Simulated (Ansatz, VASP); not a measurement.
## One calculation of LiCl, two programs

INCAR

```
SYSTEM = LiCl
PREC     = Accurate       ! precision mode
ENCUT    = 520            ! plane-wave cutoff, eV
EDIFF    = 1E-6           ! SCF threshold, eV
ISMEAR   = 0              ! smearing method
SIGMA    = 0.05           ! smearing width, eV
LREAL    = .False.        ! projectors in reciprocal space
LASPH    = .True.         ! aspherical terms in the spheres
NELM     = 100            ! most SCF steps
ALGO     = Normal         ! electronic algorithm
ISIF     = 2              ! what is computed and relaxed
LWAVE    = .False.        ! write WAVECAR
LCHARG   = .False.        ! write CHGCAR
GGA      = CA             ! functional
NBANDS   = 18             ! bands
```

Contents of KPOINTS:

```
Automatic mesh
0
Gamma
  9 9 4
  0 0 0
```

File POSCAR:

```
LiCl
1.0
    4.1309385243      0.0000000000      0.0000000000
   -2.0654692622      3.5774977035      0.0000000000
    0.0000000000      0.0000000000      6.3571610000
Li Cl
2 2
Direct
    0.6666666667      0.3333333333      0.8760170000
    0.3333333333      0.6666666667      0.3760170000
    0.6666666667      0.3333333333      0.4989840000
    0.3333333333      0.6666666667      0.9989840000
```

Input for Ansatz:

```yaml
crystal:
  lattice:
    - [4.1309385243, 0.0, 0.0]
    - [-2.0654692622, 3.5774977035, 0.0]
    - [0.0, 0.0, 6.357161]
  atoms:
    - { symbol: Li, position: [0.6666666667, 0.3333333333, 0.876017] }
    - { symbol: Li, position: [0.3333333333, 0.6666666667, 0.376017] }
    - { symbol: Cl, position: [0.6666666667, 0.3333333333, 0.498984] }
    - { symbol: Cl, position: [0.3333333333, 0.6666666667, 0.998984] }
basis:
  ecutwfc: 420
kpoints:
  mp_grid: { grid: [9, 9, 4] }
hamiltonian:
  xc: lda
scf:
  occupations: { method: gaussian, width: 0.05 }
output:
  forces: true
  stress: true
  eigenvalues: true
```

Change from the starting cell: strain +0.0525 x Voigt [1, 1, 0, 0, 0, 0], atoms carried along.

Alike in both runs: task single point; functional LDA; k mesh 9 × 9 × 4; occupations gaussian, width 0.05 eV; no spin polarisation.

|  | VASP | Ansatz |
| --- | --- | --- |
| version | VASP 6.6.1 | Ansatz 0.2.0 |
| potentials or method | VASP PAW LDA potentials, release 64 (Li_sv, Cl), cutoff 520 eV | scalar-relativistic, plane waves, PAW |
| valence electrons in the cell | 20 | 20 |

```tsv
	VASP	Ansatz	Ansatz less VASP
gap on the k mesh at the Fermi level (eV)	5.17	5.16	-0.010
least direct gap on the mesh (eV)	5.17	5.16	-0.010
rms of the force components (eV/Å)	0.042	0.041	-0.0007
```

LDA's correlation is that of Perdew and Zunger in VASP and of Perdew and Wang (1992) in Ansatz. Atom by atom the forces differ by 0.001 eV/Å (rms over components).

Noted on VASP's run: the cutoff is short for stress, so the pressure is rough.
